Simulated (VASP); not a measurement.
# HgTe (Fm-3m) in VASP: notebook

The runs below take HgTe through single point, with r2SCAN.

All numbers are computed with VASP 6.6.1; they aren't measurements. Logs are shortened: lines on timing, memory, paths and dates and some standing lists are left out, and cuts for length are marked.

## 1. The cell of the first run

The structure is cubic, space group Fm-3m (No. 225). The conventional cell has a = 6.012 Å, b = 6.012 Å, c = 6.012 Å, α = 90.00°, β = 90.00°, γ = 90.00°. Hg (site symmetry m-3m) has 6 Te at 3.01 Å within 4.0 Å. Within 4.0 Å of Te (site symmetry m-3m) lie 6 Hg at 3.01 Å.

## 2. Single point, r2SCAN

POSCAR reads:

```
HgTe
1.0
    0.0000000000      3.0061388400      3.0061388400
    3.0061388400      0.0000000000      3.0061388400
    3.0061388400      3.0061388400      0.0000000000
Hg Te
1 1
Direct
    0.0000000000      0.0000000000      0.0000000000
    0.5000000000      0.5000000000      0.5000000000
```

INCAR.step1 reads:

```
SYSTEM = HgTe
ALGO = Normal ; EDIFF = 1E-4
ENCUT = 520 ; GGA = PE
ISMEAR = -1 ; LASPH = .TRUE.
LCHARG = .FALSE. ; LREAL = .FALSE.
LWAVE = .TRUE. ; NBANDS = 16
NELM = 80 ; PREC = Accurate
SIGMA = 0.1
```

INCAR.step2 reads:

```
SYSTEM = HgTe
ALGO = Normal ; EDIFF = 1E-6
ENCUT = 520 ; ISIF = 2
ISMEAR = -1 ; ISTART = 1
LASPH = .TRUE. ; LCHARG = .FALSE.
LMIXTAU = .TRUE. ; LREAL = .FALSE.
LWAVE = .FALSE. ; METAGGA = R2SCAN
NBANDS = 16 ; NELM = 80
PREC = Accurate ; SIGMA = 0.1
```

KPOINTS reads:

```
k-points
0
G
  10 10 10
  0 0 0
```

Potentials or basis: VASP PAW PBE potentials, release 64 (Hg, Te).

On the command line:

```bash
$ cat potpaw_PBE.64/Hg/POTCAR potpaw_PBE.64/Te/POTCAR > POTCAR
$ cp INCAR.step1 INCAR
$ mpirun -np 1 vasp_std > vasp.out
$ cp INCAR.step2 INCAR
$ mpirun -np 1 vasp_std > vasp.out
```

OUTCAR:

```text
SYSTEM = HgTe
   EDIFF = 1E-6
   ENCUT = 520
   ISIF = 2
   ISMEAR = -1
   ISTART = 1
   LASPH = .TRUE.
   LREAL = .FALSE.
   METAGGA = R2SCAN
   NELM = 80
   PREC = Accurate

 ion  position               nearest neighbor table
   1  0.000  0.000  0.000-   2 3.01   2 3.01   2 3.01   2 3.01   2 3.01   2 3.01
   2  0.500  0.500  0.500-   1 3.01   1 3.01   1 3.01   1 3.01   1 3.01   1 3.01

  LATTYP: Found a face centered cubic cell.
 ALAT       =     6.0122776800

  Lattice vectors:

 A1 = (   0.0000000000,   3.0061388400,   3.0061388400)
 A2 = (   3.0061388400,   0.0000000000,   3.0061388400)
 A3 = (   3.0061388400,   3.0061388400,   0.0000000000)

Analysis of symmetry for initial positions (statically):
=====================================================================
 Subroutine PRICEL returns:
 Original cell was already a primitive cell.

 Routine SETGRP: Setting up the symmetry group for a
 face centered cubic supercell.

 Subroutine GETGRP returns: Found 48 space group operations
 (whereof 48 operations were pure point group operations)
 out of a pool of 48 trial point group operations.

The static configuration has the point symmetry O_h .

Analysis of symmetry for dynamics (positions and initial velocities):
=====================================================================
 Subroutine PRICEL returns:
 Original cell was already a primitive cell.

 Routine SETGRP: Setting up the symmetry group for a
 face centered cubic supercell.

 Subroutine GETGRP returns: Found 48 space group operations
 (whereof 48 operations were pure point group operations)
 out of a pool of 48 trial point group operations.

The dynamic configuration has the point symmetry O_h .

 Subroutine INISYM returns: Found 48 space group operations
 (whereof 48 operations are pure point group operations),
 and found     1 'primitive' translations

----------------------------------------------------------------------------------------

                                     Primitive cell

  volume of cell :      54.3322

  direct lattice vectors                    reciprocal lattice vectors
     0.000000000  3.006138840  3.006138840    -0.166326316  0.166326316  0.166326316
     3.006138840  0.000000000  3.006138840     0.166326316 -0.166326316  0.166326316
     3.006138840  3.006138840  0.000000000     0.166326316  0.166326316 -0.166326316

  length of vectors
     4.251322318  4.251322318  4.251322318     0.288085631  0.288085631  0.288085631

  position of ions in fractional coordinates (direct lattice)
     0.000000000  0.000000000  0.000000000
     0.500000000  0.500000000  0.500000000

  ion indices of the primitive-cell ions
   primitive index   ion index
                 1           1
                 2           2

----------------------------------------------------------------------------------------

 KPOINTS: k-points

Automatic generation of k-mesh.
 Grid dimensions read from file:
 generate k-points for:   10   10   10

 Generating k-lattice:

  Cartesian coordinates                     Fractional coordinates (reciprocal lattice)
    -0.016632632  0.016632632  0.016632632     0.100000000  0.000000000  0.000000000
     0.016632632 -0.016632632  0.016632632     0.000000000  0.100000000  0.000000000
     0.016632632  0.016632632 -0.016632632     0.000000000  0.000000000  0.100000000

  Length of vectors
     0.028808563  0.028808563  0.028808563

  Shift w.r.t. Gamma in fractional coordinates (k-lattice)
     0.000000000  0.000000000  0.000000000

 Subroutine IBZKPT returns following result:
 ===========================================

 Found     47 irreducible k-points:

 Following reciprocal coordinates:
            Coordinates               Weight
  0.000000  0.000000  0.000000      1.000000
  0.100000  0.000000  0.000000      8.000000
  0.200000  0.000000  0.000000      8.000000
  0.300000  0.000000  0.000000      8.000000
  0.400000  0.000000  0.000000      8.000000
  0.500000  0.000000  0.000000      4.000000
[... 16 lines left out ...]
  0.300000  0.300000  0.000000      6.000000
  0.400000  0.300000  0.000000     24.000000
 [... further k-points ...]
   k-points           NKPTS =     47   k-points in BZ     NKDIM =     47   number of bands    NBANDS=     16
   number of dos      NEDOS =    301   number of ions     NIONS =      2
   total plane-waves  NPLWV =  32768
   dimension x,y,z NGX =    32 NGY =   32 NGZ =   32
   dimension x,y,z NGXF=    64 NGYF=   64 NGZF=   64
   ions per type =               1   1
   NGX,Y,Z   is equivalent  to a cutoff of  12.51, 12.51, 12.51 a.u.
   NGXF,Y,Z  is equivalent  to a cutoff of  25.03, 25.03, 25.03 a.u.
 SYSTEM =  HgTe
   PREC   = accura    normal or accurate (medium, high low for compatibility)
   ISTART =      1    job   : 0-new  1-cont  2-samecut
   ICHARG =      0    charge: 1-file 2-atom 10-const
   ISPIN  =      1    spin polarized calculation?
   LNONCOLLINEAR =      F non collinear calculations
   LSORBIT =      F    spin-orbit coupling
   LASPH  =      T    aspherical Exc in radial PAW
   ENCUT  =  520.0 eV  38.22 Ry    6.18 a.u.   7.90  7.90  7.90*2*pi/ulx,y,z
   NELM   =     80;   NELMIN=  2; NELMDL=  0     # of ELM steps
   EDIFF  = 0.1E-05   stopping-criterion for ELM
   LREAL  =      F    real-space projection
   EDIFFG = 0.1E-04   stopping-criterion for IOM
   NSW    =      0    number of steps for IOM
   IBRION =     -1    ionic relax: 0-MD 1-quasi-New 2-CG
   NFREE  =      0    steps in history (QN), initial steepest desc. (CG)
   ISIF   =      2    stress and relaxation
   ISYM   =      2    0-nonsym 1-usesym 2-fastsym
   POTIM  = 0.5000    time-step for ionic-motion
   TEBEG  =    0.0;   TEEND  =   0.0 temperature during run
   PSTRESS=    0.0 pullay stress
   NELECT =      18.0000    total number of electrons
   NUPDOWN=      -1.0000    fix difference up-down
   EMIN   =  10.00;   EMAX   =-10.00  energy-range for DOS
   EFERMI =   0.00;   METHOD = LEGACY
   ISMEAR =    -1;   SIGMA  =   0.10  broadening in eV -4-tet -1-fermi 0-gaus
   EFERMI_NEDOS =   21; number of points for ismear=-14 and -15
   IALGO  =     38    algorithm
   IMIX   =      4    mixing-type and parameters
     AMIX     =   0.40;   BMIX     =  1.00
     AMIX_MAG =   1.60;   BMIX_MAG =  1.00
  volume/ion in A,a.u.               =      27.17       183.33
  Fermi-wavevector in a.u.,A,eV,Ry     =   1.132783  2.140649 17.458952  1.283197
  Thomas-Fermi vector in A             =   2.269484
   LORBIT       =      0    0 simple, 1 ext, 2 COOP (PROOUT), +10 PAW based schemes
   METAGGA = R2SCAN    functional components
   LHFCALC =     F    Hartree Fock is set to
   AEXX    =    0.0000 exact exchange contribution
   IVDW    =     0    specifies the selected vdW correction
   LEPSILON=     F    determine dielectric tensor
   LRPA    =     F    only Hartree local field effects (RPA)
 non-spin polarized calculation
  energy-cutoff  :      520.00
  volume of cell :       54.33
 maximum number of plane-waves:      1477
   NGX = 15   NGY = 15   NGZ = 15

 number of electron      18.0000000 magnetization

 Free energy of the ion-electron system (eV)
  ---------------------------------------------------
  ext. energy  EPLUGINS =         0.00000000
  ---------------------------------------------------
  free energy    TOTEN  =       -74.86965583 eV

  energy without entropy =      -74.84237580  energy(sigma->0) =      -74.85601581

 E-fermi :   4.6966     XC(G=0): -10.6564

 val. band max:        4.6062375435   @ k =   0.5000   0.3000   0.0000
 cond. band min:       4.7455913080   @ k =  -0.2000   0.1000   0.0000
 fundamental gap:      0.1393537645
 Fermi energy:         4.6965781781

 k-point     1 :       0.0000    0.0000    0.0000
  band No.  band energies     occupation
      1      -8.0829      2.00000
      2      -2.4635      2.00000
      3      -2.4635      2.00000
      4      -2.3911      2.00000
      5      -2.3911      2.00000
      6      -2.3911      2.00000
[... 8 lines left out ...]
     15      13.0995      0.00000
     16      13.0995      0.00000

 k-point     2 :       0.1000    0.0000    0.0000
  band No.  band energies     occupation
      1      -7.9842      2.00000
      2      -2.5027      2.00000
      3      -2.5027      2.00000
      4      -2.4045      2.00000
      5      -2.3773      2.00000
      6      -2.3773      2.00000
[... 8 lines left out ...]
     15      13.2308      0.00000
     16      13.2308      0.00000

 k-point     3 :       0.2000    0.0000    0.0000
  band No.  band energies     occupation
      1      -7.7015      2.00000
      2      -2.6098      2.00000
      3      -2.6098      2.00000
      4      -2.4544      2.00000
      5      -2.3322      2.00000
      6      -2.3322      2.00000
[... 8 lines left out ...]
     15      13.7311      0.00000
     16      13.7311      0.00000

 k-point     4 :       0.3000    0.0000    0.0000
  band No.  band energies     occupation
      1      -7.2843      2.00000
      2      -2.7372      2.00000
      3      -2.7372      2.00000
      4      -2.5782      2.00000
      5      -2.2730      2.00000
      6      -2.2730      2.00000
[... 8 lines left out ...]
     15      14.5479      0.00000
     16      14.5479      0.00000
[... 324 lines left out ...]
 k-point    22 :      -0.2000    0.2000    0.0000
  band No.  band energies     occupation
      1      -7.1985      2.00000
      2      -2.7929      2.00000
      3      -2.7735      2.00000
      4      -2.4549      2.00000
      5      -2.2913      2.00000
      6      -2.2157      2.00000
[... 8 lines left out ...]
     15      15.0650      0.00000
     16      16.7075      0.00000

 k-point    23 :       0.3000    0.3000    0.0000
  band No.  band energies     occupation
      1      -7.2317      2.00000
      2      -2.7070      2.00000
      3      -2.4904      2.00000
      4      -2.3926      2.00000
      5      -2.2499      2.00000
      6      -2.2499      2.00000
[... 8 lines left out ...]
     15      16.8756      0.00000
     16      17.4269      0.00000

 k-point    24 :       0.4000    0.3000    0.0000
  band No.  band energies     occupation
      1      -7.0400      2.00000
      2      -2.5206      2.00000
      3      -2.5012      2.00000
      4      -2.4398      2.00000
      5      -2.1903      2.00000
      6      -2.1857      2.00000
[... 8 lines left out ...]
     15      17.4050      0.00000
     16      17.5693      0.00000

 [... further k-points ...]

------------------------ aborting loop because EDIFF is reached ----------------------------------------

  FORCE on cell =-STRESS in cart. coord.  units (eV):
  Direction    XX          YY          ZZ          XY          YZ          ZX
  --------------------------------------------------------------------------------------
  -------------------------------------------------------------------------------------
  Total        0.8475362      0.8475362      0.8475362     -0.0000000      0.0000000     -0.0000000
  in kB       24.9926181     24.9926181     24.9926181     -0.0000000      0.0000000     -0.0000000
  external PRESSURE =      24.9926181 kB  Pullay stress =       0.0000000 kB

 VOLUME and BASIS-vectors are now :
 -----------------------------------------------------------------------------
  energy-cutoff  :      520.00
  volume of cell :       54.33
      direct lattice vectors                 reciprocal lattice vectors
     0.000000000  3.006138840  3.006138840    -0.166326316  0.166326316  0.166326316
     3.006138840  0.000000000  3.006138840     0.166326316 -0.166326316  0.166326316
     3.006138840  3.006138840  0.000000000     0.166326316  0.166326316 -0.166326316

 POSITION                                       TOTAL-FORCE (eV/Angst)
 -----------------------------------------------------------------------------------
      0.00000      0.00000      0.00000         0.000000     -0.000000     -0.000000
      3.00614      3.00614      3.00614        -0.000000      0.000000      0.000000
 -----------------------------------------------------------------------------------
    total drift:                                0.000000     -0.000000     -0.000000

  FREE ENERGIE OF THE ION-ELECTRON SYSTEM (eV)
  ---------------------------------------------------
  free  energy   TOTEN  =       -74.8696558267 eV

  energy  without entropy=      -74.8423757988  energy(sigma->0) =      -74.85601581
```

It took 55 s on 1 thread of Intel Xeon 6975P-C (Granite Rapids), shared host; peak memory 0.21 GiB.

What came out:

| Item | Value |
| --- | --- |
| Free energy | -74.8697 eV |
| Pressure | 2.5 GPa |
| Band gap on the k mesh | zero (band 9 reaches 5.01 eV, above the bottom of band 10 at 2.16 eV) |

Caveat: the PAW data sets were made with another functional, which shifts forces and pressure a little; spin-orbit coupling is left out, which moves the levels of the heavy elements.

[end of part 1 of 2]
